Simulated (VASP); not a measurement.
Write the native input for VASP 6.6.1 that does the following.

```yaml
Task: relaxation of cell and atoms
Functional: PBEsol
Potentials_or_basis: VASP PAW PBE potentials, release 64 (Li_sv)
Cutoff: 600 eV
k_mesh: 10 × 10 × 10
Occupations: fermi-dirac, width 0.05 eV
Spin: no spin polarisation
Target_pressure: 10 GPa
Dipole_correction: no
Further_INCAR_settings: ALGO = Normal; EDIFF = 1e-06; IBRION = 2; EDIFFG = -0.01; NSW = 60; ISIF = 3
```

The structure of Li lies in POSCAR:

```
Li
1.0
    0.0000000000      2.2020000000      2.2020000000
    2.2020000000      0.0000000000      2.2020000000
    2.2020000000      2.2020000000      0.0000000000
Li
1
Direct
    0.0000000000      0.0000000000      0.0000000000
```

This isn't the form of Li at room conditions, which is bcc.

These files were run (other wordings do the same):

INCAR

```
SYSTEM = Li
PREC = Accurate
ENCUT = 600
EDIFF = 1E-6
ISMEAR = -1
SIGMA = 0.05
LREAL = .FALSE.
LASPH = .TRUE.
NELM = 80
ALGO = Normal
ISIF = 3
LWAVE = .FALSE.
LCHARG = .FALSE.
GGA = PS
IBRION = 2
NSW = 60
EDIFFG = -0.01
PSTRESS = 100.0
```

KPOINTS

```
regular mesh
0
G
  10 10 10
  0 0 0
```

Potentials or basis: VASP PAW PBE potentials, release 64 (Li_sv).

Launch:

```sh
$ cat potpaw_PBE.64/Li_sv/POTCAR > POTCAR
$ mpirun -np 1 vasp_std > vasp.out
```

Results of the run:

- Relaxed volume: 13.70 Å³/atom
- Relaxed cell: a = 2.686 Å, b = 2.686 Å, c = 2.686 Å, α = 60.00°, β = 60.00°, γ = 60.00°
- Space group after relaxing (to 0.1 Å): Fm-3m (No. 225)
- Energy change on relaxing (the run minimises the enthalpy): +141.6 meV/atom
- Ionic steps: 5
- Pressure after relaxing: 9.9 GPa
- Band gap on the k mesh: zero (an odd number of electrons rules out a gap without spin polarisation)

Caveat: the cutoff is under 1.25 times the usual one of these potentials, so pressure, stress and relaxed cells hold a basis-set (Pulay) error; the cell is relaxed towards a set pressure, so the run minimises the enthalpy, not the energy; the volume moved by over 15 % at a fixed basis, so the end points are rough; the PAW data sets were made with another functional, which shifts forces and pressure a little.

Run time: 16 s on 1 thread of Intel(R) Xeon(R) Platinum 8375C CPU @ 2.90GHz (Ice Lake), with other jobs on the host, peak memory 0.14 GiB.
